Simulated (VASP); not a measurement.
Runs of VASP 6.6.1 on Re. The structure is that of space group P6_3/mmc (No. 194), or close to it. The cells are those of the table. 

```csv
task,cell,k mesh,cutoff (eV),gap on the mesh (eV),pressure (GPa)
relaxation of shape and atoms at fixed volume,"relaxed from a = 2.829, b = 2.829, c = 4.572 Å, angles 90.0, 90.0, 120.0°, 2 atoms",18 × 18 × 10,600,none,-19.3
relaxation of shape and atoms at fixed volume,"relaxed from a = 2.802, b = 2.802, c = 4.529 Å, angles 90.0, 90.0, 120.0°, 2 atoms",18 × 18 × 10,600,none,-10.7
single point,"a = 2.775, b = 2.775, c = 4.484 Å, angles 90.0, 90.0, 120.0°, 2 atoms",18 × 18 × 10,520,none,-0.5
relaxation of shape and atoms at fixed volume,"relaxed from a = 2.689, b = 2.689, c = 4.345 Å, angles 90.0, 90.0, 120.0°, 2 atoms",18 × 18 × 10,600,none,42.7
relaxation of cell and atoms,"relaxed from a = 2.761, b = 2.761, c = 4.458 Å, angles 90.0, 90.0, 120.0°, 2 atoms",18 × 18 × 10,600,none,0.0
relaxation of shape and atoms at fixed volume,"relaxed from a = 2.865, b = 2.865, c = 4.627 Å, angles 90.0, 90.0, 120.0°, 2 atoms",18 × 18 × 10,600,none,-28.8
single point,"a = 2.761, b = 2.761, c = 4.458 Å, angles 90.0, 90.0, 120.0°, 2 atoms",9 × 9 × 4,520,none,(a)
relaxation of shape and atoms at fixed volume,"relaxed from a = 2.747, b = 2.747, c = 4.439 Å, angles 90.0, 90.0, 120.0°, 2 atoms",18 × 18 × 10,600,none,11.7
```

Alike in all rows: level PBE; potentials or basis VASP PAW PBE potentials, release 64 (Re); no spin polarisation; smearing gaussian 0.1 eV.

Q: Fill in the values left out.

A: (a) 5.5.

Caveats: spin-orbit coupling is left out, which moves the levels of the heavy elements; the relaxation stopped at its first step, so nothing moved (some runs).

A k mesh can miss the band edges, and the runs leave out spin-orbit coupling on Re.

A gap of «none» marks levels without a gap at the run's occupations.
